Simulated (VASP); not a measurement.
**Cd2SeO: single point with r2SCAN**

Crystal: Cd2SeO.

```xyz
4
Lattice="3.9349 0.0000 0.0000 0.0000 3.9349 0.0000 0.0000 0.0000 5.2517" Properties=species:S:1:pos:R:3 pbc="T T T"
O     0.0000    0.0000    0.0000
Cd    0.0000    1.9675    4.2673
Cd    1.9675    0.0000    0.9843
Se    1.9675    1.9675    2.6258
```

This cell differs from its parent crystal: volume changed by -6%.

* Program: VASP 6.6.1
* Task: single point
* Functional: r2SCAN
* Potentials or basis: VASP PAW PBE potentials, release 64 (O, Cd, Se)
* Cutoff: 520 eV
* k mesh: 6 × 6 × 4
* Occupations: fermi-dirac, width 0.02 eV
* Spin: no spin polarisation

| Item | Value |
| --- | --- |
| Pressure | 6.1 GPa |
| Largest force | 0.013 eV/Å |
| Band gap on the k mesh | zero (filled and empty bands touch) |

Forces in eV/Å, atoms in the order of the input:
```
O    0.000  0.000  0.000
Cd   0.000  0.000  0.013
Cd   0.000  0.000 -0.013
Se   0.000  0.000  0.000
```

Stress tensor (GPa, compression positive):
```
6.43 0.00 0.00
0.00 6.43 0.00
0.00 0.00 5.56
```

Levels at points of the mesh, in eV from the Fermi level:
| k point | band 15 | band 16 | band 17 | band 18 | band 19 | band 20 | band 21 | band 22 |
| --- | --- | --- | --- | --- | --- | --- | --- | --- |
| (0.00, 0.00, 0.00) | -2.58 | -0.33 | -0.09 | -0.02 | -0.02 | 4.60 | 5.57 | 9.04 |
| (0.50, 0.00, 0.00) | -2.21 | -2.01 | -1.88 | -0.18 | 3.63 | 4.27 | 6.06 | 6.45 |
| (0.50, 0.50, 0.00) | -2.56 | -1.92 | -1.92 | -1.60 | 3.17 | 4.16 | 5.80 | 5.80 |
| (0.00, 0.00, 0.50) | -2.17 | -1.79 | -0.36 | -0.36 | 3.11 | 4.30 | 6.08 | 6.95 |
| (0.50, 0.00, 0.50) | -1.88 | -1.05 | -0.95 | -0.09 | 2.05 | 5.09 | 6.11 | 8.11 |
| (0.50, 0.50, 0.50) | -2.91 | -2.72 | -2.33 | -2.33 | 5.17 | 5.17 | 5.48 | 6.91 |

Wall time 100 s on 1 thread of Intel(R) Xeon(R) 6975P-C (Granite Rapids), with other jobs on the host, peak memory 0.23 GiB.

Caveat: the PAW data sets were made with another functional, which shifts forces and pressure a little.
